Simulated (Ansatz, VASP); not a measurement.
# P: VASP beside Ansatz

```xyz
2
Lattice="3.5160 -0.0612 -0.0419 1.9443 2.9301 -0.0419 1.9443 1.0216 2.7466" Properties=species:S:1:pos:R:3 pbc="T T T"
P     1.7289    0.9084    0.6217
P     5.6758    2.9822    2.0411
```

Alike in both runs: functional PBEsol; dispersion D3(BJ); k mesh 6 × 6 × 6; occupations fermi-dirac, width 0.05 eV; no spin polarisation.

Ansatz relaxed the structure, and its values are those at the end. VASP's run is a single point on that final structure, the one shown.

|  | VASP | Ansatz |
| --- | --- | --- |
| version | VASP 6.6.1 | Ansatz 0.2.0 |
| potentials or method | VASP PAW PBE potentials, release 64 (P) | plane waves, PAW |
| plane-wave cutoff (eV) | 520 | 420 |
| valence electrons in the cell | 10 | 10 |

```csv
,VASP,Ansatz,Ansatz less VASP
pressure (GPa),0.1,0.0,-0.07
rms of the force components (eV/Å),0.020,0.001,-0.0196
```

VASP's potentials were made for PBE, not for PBEsol.

The k mesh is coarse, so the values compare programs but aren't converged.
